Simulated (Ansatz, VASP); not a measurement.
# One calculation of V, two programs

The input INCAR:

```
ALGO = Normal ; EDIFF = 1E-6
ENCUT = 520 ; GGA = PE
ISIF = 2 ; ISMEAR = -1
ISPIN = 2 ; LASPH = True
LCHARG = False ; LMAXMIX = 4
LORBIT = 11 ; LREAL = False
LWAVE = False ; MAGMOM = 2
NBANDS = 16 ; NELM = 150
PREC = Accurate ; SIGMA = 0.05
```

The input KPOINTS:

```
k-points
0
Gamma
  11 12 13
```

The input POSCAR:

```
V
1.0
   -1.3958450600      1.6627877000      1.6696203659
    1.5247803032     -1.5108831199      1.6466510291
    1.2892918049      1.4043298648     -1.5177157859
V
1
Direct
    0.0000000000      0.0000000000      0.0000000000
```

The input input.yaml:

```yaml
crystal:
  lattice:
    - [-1.39584506, 1.6627877, 1.6696203659]
    - [1.5247803032, -1.5108831199, 1.6466510291]
    - [1.2892918049, 1.4043298648, -1.5177157859]
  atoms:
    - { symbol: V, position: [0.0, 0.0, 0.0], spin: 2.0 }
kpoints:
  mp_grid: { grid: [11, 12, 13] }
scf:
  occupations: { method: fermi_dirac, width: 0.05 }
hamiltonian:
  xc: pbe
  pseudopotentials: { kind: all_electron, lapw: { basis_error: 0.0005 } }
magnetization:
  spin_polarized: true
output:
  forces: true
  stress: true
  eigenvalues: true
```

Change from the starting cell: volume scaled by 1.04.

Alike in both runs: task single point; functional PBE; k mesh 11 × 12 × 13; occupations fermi-dirac, width 0.05 eV; collinear spin.

|  | VASP | Ansatz |
| --- | --- | --- |
| version | VASP 6.6.1 | Ansatz 0.2.0 |
| potentials or method | VASP PAW PBE potentials, release 64 (V_sv), cutoff 520 eV | all-electron LAPW, scalar-relativistic |

```tsv
	VASP	Ansatz	Ansatz less VASP
gap on the k mesh at the Fermi level (eV)	none	none	-
pressure (GPa)	-7.4	-7.6	-0.20
traceless stress, the component that is largest in VASP (GPa)	7.65	7.66	+0.012
net moment per atom (μB)	0.00	0.00	0.000
```

A gap of «none» marks a metal or a gap that the smearing closes. Ansatz ran all-electron here, and VASP with PAW potentials.
